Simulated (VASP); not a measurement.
Crystal: AsPt.

```
Pt As
1.0
     0.00000    2.81295    2.81295
     2.81295    0.00000    2.81295
     2.81295    2.81295    0.00000
Pt As
1 1
Cartesian
  0.0000 0.0000 0.0000
  1.4065 1.4065 1.4065
```

Base run:

```yaml
Program: VASP 6.6.1
Functional: PBE
Potentials_or_basis: VASP PAW PBE potentials, release 64 (Pt, As)
Cutoff: 520 eV
k_mesh: 12 × 12 × 12
Occupations: gaussian, width 0.05 eV
Spin: no spin polarisation
```

Its results: pressure 0.0 GPa.

Problem. The run is repeated on the same cell with these changes: functional from PBE to PBEsol. What comes out?

Solution. Pressure -4.5 GPa.

PBEsol binds more tightly than PBE, so the same cell stands under less pressure.

Caveats: the PAW data sets were made with another functional, which shifts forces and pressure a little (some runs).
